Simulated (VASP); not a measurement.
Wanted: the native input for a VASP 6.6.1 run.

* Task: single point
* Functional: LDA
* Potentials or basis: VASP PAW LDA potentials, release 64 (La, Mg)
* Cutoff: 520 eV
* k mesh: 5 × 5 × 5
* Occupations: gaussian, width 0.1 eV
* Spin: no spin polarisation
* Dipole correction: no
* Further INCAR settings: ALGO = Normal; EDIFF = 1e-06; NBANDS = 14

The structure of LaMg lies in POSCAR:

```
LaMg
1.0
    3.8679832214      0.0000000000      0.0000000000
    0.0000000000      3.8679832214      0.0000000000
    0.0000000000      0.0000000000      3.8679832214
La Mg
1 1
Direct
    0.0000000000      0.0000000000      0.0000000000
    0.5000000000      0.5000000000      0.5000000000
```

These files were run (other wordings do the same):

INCAR

```
SYSTEM = LaMg
PREC = Accurate ; ENCUT = 520
EDIFF = 1E-6 ; ISMEAR = 0
SIGMA = 0.1 ; LREAL = .FALSE.
LASPH = .TRUE. ; NELM = 60
ALGO = Normal ; ISIF = 2
LWAVE = .FALSE. ; LCHARG = .FALSE.
NBANDS = 14
```

KPOINTS

```
regular mesh
0
G
  5 5 5
  0 0 0
```

Potentials or basis: VASP PAW LDA potentials, release 64 (La, Mg).

Launch:

```console
$ cat potpaw_LDA.64/La/POTCAR potpaw_LDA.64/Mg/POTCAR > POTCAR
$ mpirun -np 1 vasp_std > vasp.out
```

Results of the run:

- Pressure: -0.7 GPa

Wall time 6.9 s on 1 thread of AMD EPYC 7R13 Processor (Zen 3) (shared host), peak memory 0.13 GiB.
